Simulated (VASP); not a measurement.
Runs of VASP 6.6.1 on Be4Se. The structure is that of space group Pm-3m (No. 221), or close to it. The cells are those of the table. 

| task | cell | k mesh | cutoff (eV) | k mesh for the DOS | occupations for the DOS | gap on the mesh (eV) | pressure (GPa) | relaxed volume (Å³/atom) |
| --- | --- | --- | --- | --- | --- | --- | --- | --- |
| relaxation of cell and atoms | relaxed from a = 3.958 Å, 5 atoms | 10 × 10 × 10 | 600 | - | - | none | 0.1 | 12.46 |
| single point | a = 3.980 Å, 5 atoms | 4 × 4 × 4 | 520 | - | - | none | (a) | - |
| single point | a = 3.958 Å, 5 atoms | 4 × 4 × 4 | 520 | - | - | none | -0.2 | - |
| relaxation of cell and atoms | relaxed from a = 3.980 Å, 5 atoms | 4 × 4 × 4 | 600 | - | - | none | -0.3 | 12.42 |
| single point | a = 3.964 Å, 5 atoms | 10 × 10 × 10 | 520 | - | - | none | 0.1 | - |

Alike in all rows: level PBE; potentials or basis VASP PAW PBE potentials, release 64 (Be, Se); no spin polarisation; smearing gaussian 0.1 eV.

Task: Fill in the values left out.

Result: (a) -1.3.

Caveats: some runs use coarse meshes.

A k mesh can miss the band edges, and the runs leave out spin-orbit coupling on Se.

A gap of «none» marks levels without a gap at the run's occupations.
